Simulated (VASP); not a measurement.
Ti2Co:

```xyz
6
Lattice="0.0000 3.3650 3.3650 3.3650 0.0000 3.3650 3.3650 3.3650 0.0000" Properties=species:S:1:pos:R:3 pbc="T T T"
Ti    0.8413    0.8413    0.8413
Ti    0.8413    2.5238    2.5238
Ti    2.5238    2.5238    0.8413
Ti    2.5238    0.8413    2.5238
Co    3.3650    3.3650    3.3650
Co    5.0475    5.0475    5.0475
```

| Property | Result |
| --- | --- |
| Program | VASP 6.6.1 |
| Task | relaxation of cell and atoms |
| Functional | PBEsol |
| Potentials or basis | VASP PAW PBE potentials, release 64 (Ti_sv, Co) |
| Cutoff | 600 eV |
| k mesh | 2 × 2 × 2 |
| Occupations | gaussian, width 0.1 eV |
| Spin | collinear spin, ferromagnetic start |
| Starting moments | [0.0, 0.0, 0.0, 0.0, 0.59, 0.59] μB |

At the start: pressure 14.4 GPa; volume 12.70 Å³/atom.

Problem. Where does the relaxation end?

Solution. Over 3 steps the energy falls by 52.4 meV/atom and the volume is 13.97 Å³/atom (+10.0 %); space group Fd-3m (No. 227, to 0.1 Å) before and after; moment 0.00 μB per cell.

The path:
| step | energy change (eV) | largest force (eV/Å) | pressure (GPa) | volume (Å³) |
| --- | --- | --- | --- | --- |
| 1 | 0.0000 | 0.0000 | 14.42 | 76.21 |
| 2 | -0.1760 | 0.0000 | -7.27 | 89.53 |
| 3 | -0.3144 | 0.0000 | -0.03 | 83.80 |

Final structure:
```
CELL_PARAMETERS angstrom
0.00000 3.47328 3.47328
3.47328 0.00000 3.47328
3.47328 3.47328 0.00000
ATOMIC_POSITIONS crystal
Ti 0.12500 0.12500 0.12500
Ti 0.62500 0.12500 0.12500
Ti 0.12500 0.12500 0.62500
Ti 0.12500 0.62500 0.12500
Co 0.50000 0.50000 0.50000
Co 0.75000 0.75000 0.75000
```

Caveat: the k points lie up to 0.78 Å⁻¹ apart in the final cell; the PAW data sets were made with another functional, which shifts forces and pressure a little.
